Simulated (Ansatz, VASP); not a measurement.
**Al: VASP beside Ansatz**

```
Al
1.0
     2.76937    0.00000    0.00000
    -1.38468    2.39834    0.00000
     0.00000    0.00000    8.99847
Al
4
Direct
  0.66667 0.33333 0.75000
  0.00000 0.00000 0.50000
  0.33333 0.66667 0.25000
  0.00000 0.00000 0.00000
```

Alike in both runs: task single point; functional r2SCAN; k mesh 11 × 11 × 3; occupations fermi-dirac, width 0.05 eV; no spin polarisation.

```csv
,VASP,Ansatz
version,VASP 6.6.1,Ansatz 0.2.0
potentials or method,"VASP PAW PBE potentials, release 64 (Al)",Ansatz PAW
plane-wave cutoff (eV),520,500
valence electrons in the cell,12,12
```

|  | VASP | Ansatz | Ansatz less VASP |
| --- | --- | --- | --- |
| gap on the k mesh at the Fermi level (eV) | none | none | - |
| pressure (GPa) | 6.6 | 7.0 | +0.39 |
| traceless stress, the component that is largest in VASP (GPa) | 1.80 | 1.81 | +0.009 |

VASP's potentials were made for PBE, not for r2SCAN. A gap of «none» marks a metal or a gap that the smearing closes.
